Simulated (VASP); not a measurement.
The system is Ge.

```
Ge
1.0
    -1.68099    1.68099    1.68099
     1.68099   -1.68099    1.68099
     1.68099    1.68099   -1.68099
Ge
1
Direct
  0.00000 0.00000 0.00000
```

* Program: VASP 6.6.1
* Task: relaxation of cell and atoms
* Functional: LDA
* Potentials or basis: VASP PAW LDA potentials, release 64 (Ge_d)
* Cutoff: 500 eV
* k mesh: 17 × 17 × 17
* Occupations: fermi-dirac, width 0.08 eV
* Spin: no spin polarisation

At the start: pressure -4.6 GPa; volume 19.00 Å³/atom.

Where does the relaxation end?

Over 14 steps the energy falls by 17.6 meV/atom and the volume is 17.82 Å³/atom (-6.2 %); space group Im-3m (No. 229, to 0.05 Å).

The path:
```tsv
step	energy change (eV)	largest force (eV/Å)	pressure (GPa)	volume (Å³)
1	0.0000	0.0000	-4.59	19.00
2	-0.0165	0.0000	1.27	17.54
3	-0.0176	0.0000	0.05	17.82
4	-0.0176	0.0000	-0.12	17.84
5	-0.0176	0.0000	-0.12	17.84
6	-0.0176	0.0000	-0.11	17.84
7	-0.0176	0.0000	-0.09	17.84
8	-0.0176	0.0000	-0.09	17.84
9	-0.0176	0.0000	-0.09	17.84
10	-0.0176	0.0000	-0.09	17.84
11	-0.0176	0.0000	-0.10	17.84
12	-0.0176	0.0000	-0.09	17.84
13	-0.0176	0.0000	-0.05	17.83
14	-0.0176	0.0000	-0.02	17.82
```

Final structure:
```
CELL_PARAMETERS angstrom
-1.64555 1.64555 1.64555
1.64555 -1.64555 1.64555
1.64555 1.64555 -1.64555
ATOMIC_POSITIONS crystal
Ge 0.00000 0.00000 0.00000
```
